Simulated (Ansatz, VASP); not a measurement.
## One calculation of WSe2, two programs

INCAR

```
PREC     = Accurate       # precision mode
ENCUT    = 520            # plane-wave cutoff, eV
EDIFF    = 1E-8           # SCF threshold, eV
ISMEAR   = -1             # smearing method
SIGMA    = 0.08           # smearing width, eV
LREAL    = F              # projectors in reciprocal space
LASPH    = T              # aspherical terms in the spheres
NELM     = 80             # most SCF steps
ALGO     = Normal         # electronic algorithm
ISIF     = 2              # what is computed and relaxed
LWAVE    = F              # write WAVECAR
LCHARG   = F              # write CHGCAR
GGA      = PE             # functional
LEFG     = T            
NBANDS   = 35             # bands
```

File KPOINTS:

```
regular mesh
0
Gamma
  11 11 3
```

File POSCAR:

```
WSe2
1.0
    3.3545246059      0.0000000000      0.0000000000
   -1.6772623029      2.9051035263      0.0000000000
    0.0000000000      0.0000000000     13.2243783068
W Se
2 4
Direct
    0.3333333333      0.6666666667      0.2500000000
    0.6666666667      0.3333333333      0.7500000000
    0.3333333333      0.6666666667      0.6210000000
    0.6666666667      0.3333333333      0.1210000000
    0.3333333333      0.6666666667      0.8790000000
    0.6666666667      0.3333333333      0.3790000000
```

Input for Ansatz:

```yaml
crystal:
  lattice:
    - [3.3545246059, 0.0, 0.0]
    - [-1.6772623029, 2.9051035263, 0.0]
    - [0.0, 0.0, 13.2243783068]
  atoms:
    - { symbol: W, position: [0.3333333333, 0.6666666667, 0.25] }
    - { symbol: W, position: [0.6666666667, 0.3333333333, 0.75] }
    - { symbol: Se, position: [0.3333333333, 0.6666666667, 0.621] }
    - { symbol: Se, position: [0.6666666667, 0.3333333333, 0.121] }
    - { symbol: Se, position: [0.3333333333, 0.6666666667, 0.879] }
    - { symbol: Se, position: [0.6666666667, 0.3333333333, 0.379] }
kpoints:
  mp_grid: { grid: [11, 11, 3] }
scf:
  occupations: { method: fermi_dirac, width: 0.08 }
hamiltonian:
  xc: pbe
  pseudopotentials: { kind: paw }
output:
  forces: true
  stress: true
  eigenvalues: true
  efg: { contact_densities: true }
  write_density: true
  write_potential: true
  elf: true
  volumetric_format: npy
```

Change from the starting cell: volume scaled by 1.06, PAW files.

Alike in both runs: task electric field gradients; functional PBE; k mesh 11 × 11 × 3; occupations fermi-dirac, width 0.08 eV; no spin polarisation.

|  | VASP | Ansatz |
| --- | --- | --- |
| version | VASP 6.6.1 | Ansatz 0.2.0 |
| potentials or method | VASP PAW PBE potentials, release 64 (W_sv, Se) | PAW with Ansatz's default frozen-core files, scalar-relativistic |
| plane-wave cutoff (eV) | 520 | 420 |
| valence electrons in the cell | 52 | 92 |

|  | VASP | Ansatz | Ansatz less VASP |
| --- | --- | --- | --- |
| pressure (GPa) | -3.6 | -3.9 | -0.24 |
| traceless stress, the component that is largest in VASP (GPa) | -0.19 | -0.25 | -0.063 |
| rms of the force components (eV/Å) | 0.321 | 0.339 | +0.0175 |
| size of Vzz on the site where it differs most (V/Å²) | 141.7 | 159.9 | +18.17 |

Atom by atom the forces differ by 0.018 eV/Å (rms over components). VASP's potentials hold 52 valence electrons a cell and Ansatz's 92, so a difference there can come from the potentials and not from the codes.

Spin-orbit coupling is off throughout.
